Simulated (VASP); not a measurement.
# Bi (P6_3/mmc) in VASP: relaxation of shape and atoms at fixed volume with PBEsol

Aim: the relaxation of shape and atoms at fixed volume of Bi with PBEsol.

All numbers are computed with VASP 6.6.1; they aren't measurements. Logs are shortened: lines on timing, memory, paths and dates and some standing lists are left out, and cuts for length are marked.

### 1 The cell of the first run

Symmetry: P6_3/mmc, No. 194, hexagonal system. Conventional cell: a = 3.296 Å, b = 3.296 Å, c = 5.639 Å, α = 90.00°, β = 90.00°, γ = 120.00°. Within 4.3 Å of Bi (site symmetry -6m2) lie 12 Bi at 3.30 to 3.40 Å.

This isn't the form of Bi at room conditions, which is rhombohedral.

### 2 Relaxation of shape and atoms at fixed volume, PBEsol

INCAR

```
SYSTEM = Bi
PREC = Accurate ; ENCUT = 600
EDIFF = 1E-6 ; ISMEAR = -1
SIGMA = 0.1 ; LREAL = .FALSE.
LASPH = .TRUE. ; NELM = 80
ALGO = Normal ; ISIF = 4
LWAVE = .FALSE. ; LCHARG = .FALSE.
GGA = PS ; IBRION = 2
NSW = 50 ; EDIFFG = -0.005
```

KPOINTS

```
regular mesh
0
G
  12 12 7
  0 0 0
```

POSCAR

```
Bi
1.0
    3.2964871268      0.0000000000      0.0000000000
   -1.6482435634      2.8548415951      0.0000000000
    0.0000000000      0.0000000000      5.6389816862
Bi
2
Direct
    0.3333333333      0.6666666667      0.2500000000
    0.6666666667      0.3333333333      0.7500000000
```

Potentials or basis: VASP PAW PBE potentials, release 64 (Bi_d).

The run is started by

```sh
$ cat potpaw_PBE.64/Bi_d/POTCAR > POTCAR
$ mpirun -np 1 vasp_std > vasp.out
```

OUTCAR:

```text
SYSTEM = Bi
   PREC = Accurate
   ENCUT = 600
   EDIFF = 1E-6
   ISMEAR = -1
   LREAL = .FALSE.
   LASPH = .TRUE.
   NELM = 80
   ISIF = 4
   GGA = PS
   IBRION = 2
   NSW = 50
   EDIFFG = -0.005

 ion  position               nearest neighbor table
   1  0.333  0.667  0.250-   2 3.40   2 3.40   2 3.40   2 3.40   2 3.40   2 3.40
   2  0.667  0.333  0.750-   1 3.40   1 3.40   1 3.40   1 3.40   1 3.40   1 3.40

  LATTYP: Found a hexagonal cell.
 ALAT       =     3.2964871268
 C/A-ratio  =     1.7106032784

  Lattice vectors:

 A1 = (   3.2964871268,   0.0000000000,   0.0000000000)
 A2 = (  -1.6482435634,   2.8548415951,   0.0000000000)
 A3 = (   0.0000000000,   0.0000000000,   5.6389816862)

Analysis of symmetry for initial positions (statically):
=====================================================================
 Subroutine PRICEL returns:
 Original cell was already a primitive cell.

 Routine SETGRP: Setting up the symmetry group for a
 hexagonal supercell.

 Subroutine GETGRP returns: Found 24 space group operations
 (whereof 12 operations were pure point group operations)
 out of a pool of 24 trial point group operations.

The static configuration has the point symmetry D_3d.
 The point group associated with its full space group is D_6h.

Analysis of symmetry for dynamics (positions and initial velocities):
=====================================================================
 Subroutine PRICEL returns:
 Original cell was already a primitive cell.

 Routine SETGRP: Setting up the symmetry group for a
 hexagonal supercell.

 Subroutine GETGRP returns: Found 24 space group operations
 (whereof 12 operations were pure point group operations)
 out of a pool of 24 trial point group operations.

The dynamic configuration has the point symmetry D_3d.
 The point group associated with its full space group is D_6h.

 Subroutine INISYM returns: Found 24 space group operations
 (whereof 12 operations are pure point group operations),
 and found     1 'primitive' translations

----------------------------------------------------------------------------------------

                                     Primitive cell

  volume of cell :      53.0682

  direct lattice vectors                    reciprocal lattice vectors
[... 93 lines left out ...]
   ISIF   =      4    stress and relaxation
   ISYM   =      2    0-nonsym 1-usesym 2-fastsym
   POTIM  = 0.5000    time-step for ionic-motion
   TEBEG  =    0.0;   TEEND  =   0.0 temperature during run
   PSTRESS=    0.0 pullay stress
   NELECT =      30.0000    total number of electrons
   NUPDOWN=      -1.0000    fix difference up-down
   EMIN   =  10.00;   EMAX   =-10.00  energy-range for DOS
   EFERMI =   0.00;   METHOD = LEGACY
   ISMEAR =    -1;   SIGMA  =   0.10  broadening in eV -4-tet -1-fermi 0-gaus
   EFERMI_NEDOS =   21; number of points for ismear=-14 and -15
   IALGO  =     38    algorithm
   IMIX   =      4    mixing-type and parameters
     AMIX     =   0.40;   BMIX     =  1.00
     AMIX_MAG =   1.60;   BMIX_MAG =  1.00
  volume/ion in A,a.u.               =      26.53       179.06
  Fermi-wavevector in a.u.,A,eV,Ry     =   1.353642  2.558013 24.930598  1.832347
  Thomas-Fermi vector in A             =   2.480880
   LORBIT       =      0    0 simple, 1 ext, 2 COOP (PROOUT), +10 PAW based schemes
   GGA     = PS    functional components
   LHFCALC =     F    Hartree Fock is set to
   AEXX    =    0.0000 exact exchange contribution
   IVDW    =     0    specifies the selected vdW correction
   LEPSILON=     F    determine dielectric tensor
   LRPA    =     F    only Hartree local field effects (RPA)
 conjugate gradient relaxation of ions
 non-spin polarized calculation
  energy-cutoff  :      600.00
  volume of cell :       53.07
 maximum number of plane-waves:      1804
 NGX is ok and might be reduce to    28
   NGX = 13   NGY = 13   NGZ = 23

--------------------------------------- Ionic step        1  -------------------------------------------

 number of electron      29.9999997 magnetization

 Free energy of the ion-electron system (eV)
  ---------------------------------------------------
  ext. energy  EPLUGINS =         0.00000000
  ---------------------------------------------------
  free energy    TOTEN  =        -8.22547772 eV

  energy without entropy =       -8.19042065  energy(sigma->0) =       -8.20794918

------------------------ aborting loop because EDIFF is reached ----------------------------------------

  FORCE on cell =-STRESS in cart. coord.  units (eV):
  Direction    XX          YY          ZZ          XY          YZ          ZX
  --------------------------------------------------------------------------------------
  -------------------------------------------------------------------------------------
  Total        3.6248672      3.6248672      3.1860829     -0.0000000     -0.0000000      0.0000000
  in kB      109.4381143    109.4381144     96.1908068     -0.0000000     -0.0000000      0.0000000
  external PRESSURE =     105.0223452 kB  Pullay stress =       0.0000000 kB
[... 131 lines left out ...]
--------------------------------------- Ionic step        5  -------------------------------------------

 number of electron      29.9999993 magnetization

 Free energy of the ion-electron system (eV)
  ---------------------------------------------------
  ext. energy  EPLUGINS =         0.00000000
  ---------------------------------------------------
  free energy    TOTEN  =        -8.22829011 eV

  energy without entropy =       -8.18838988  energy(sigma->0) =       -8.20833999

 E-fermi :   9.9755     XC(G=0): -11.2218

 val. band max:        9.9637135768   @ k =   0.4167   0.1667   0.2857
 cond. band min:       9.9847751128   @ k =   0.3333   0.0000   0.4286
 fundamental gap:      0.0210615361
 Fermi energy:         9.9754566633

 k-point     1 :       0.0000    0.0000    0.0000
  band No.  band energies     occupation
      1     -13.1974      2.00000
      2     -13.1920      2.00000
      3     -13.1636      2.00000
      4     -13.1636      2.00000
      5     -13.1482      2.00000
      6     -13.1482      2.00000
[... 505 lines left out ...]
      6     -13.0587      2.00000
[... 11 lines left out ...]
     18      14.3626      0.00000
     19      15.6326      0.00000

 [... further k-points ...]

------------------------ aborting loop because EDIFF is reached ----------------------------------------

  FORCE on cell =-STRESS in cart. coord.  units (eV):
  Direction    XX          YY          ZZ          XY          YZ          ZX
  --------------------------------------------------------------------------------------
  -------------------------------------------------------------------------------------
  Total        3.4079041      3.4079041      3.4188869      0.0000000      0.0000000      0.0000000
  in kB      102.8877943    102.8877943    103.2193760      0.0000000      0.0000000      0.0000000
  external PRESSURE =     102.9983216 kB  Pullay stress =       0.0000000 kB
[... 17 lines left out ...]
  FREE ENERGIE OF THE ION-ELECTRON SYSTEM (eV)
  ---------------------------------------------------
  free  energy   TOTEN  =        -8.2282901121 eV

  energy  without entropy=       -8.1883898769  energy(sigma->0) =       -8.20833999

 reached required accuracy - stopping structural energy minimisation
```

CONTCAR:

```text
Bi
   1.00000000000000
     3.3239811019313326   -0.0000000000000001    0.0000000000000000
    -1.6619905509656663    2.8786520760326670    0.0000000000000000
     0.0000000000000001   -0.0000000000000001    5.5460829440774351
  Bi
     2
Direct
     0.3333333332999970    0.6666666667000030    0.2500000000000000
     0.6666666667000030    0.3333333332999970    0.7500000000000000

  0.00000000E+00  0.00000000E+00  0.00000000E+00
  0.00000000E+00  0.00000000E+00  0.00000000E+00
```

It took 6.2 min on 1 thread of Intel Xeon 8259CL, shared host; peak memory 0.24 GiB.

What came out:

* Free energy: -8.2283 eV
* Energy gained by relaxing: 1.4 meV/atom
* Ionic steps: 5
* Pressure after relaxing: 10.3 GPa
* Band gap on the k mesh: zero (bands 15 and 16 overlap by 8.07 eV)

The path:
```csv
step,energy change (eV),largest force (eV/Å),pressure (GPa),volume (Å³)
1,0.0000,0.0000,10.50,53.07
2,-0.0022,0.0000,10.42,53.07
3,-0.0028,0.0000,10.34,53.07
4,-0.0028,0.0000,10.33,53.07
5,-0.0028,0.0000,10.30,53.07
```

Final structure:
```
Bi
1.0
     3.32398    0.00000    0.00000
    -1.66199    2.87865    0.00000
     0.00000    0.00000    5.54608
Bi
2
Direct
  0.33333 0.66667 0.25000
  0.66667 0.33333 0.75000
```

Caveat: the PAW data sets were made with another functional, which shifts forces and pressure a little; spin-orbit coupling is left out, which moves the levels of the heavy elements.

The gap in the log of VASP goes by the Fermi energy; the results here count the filled bands.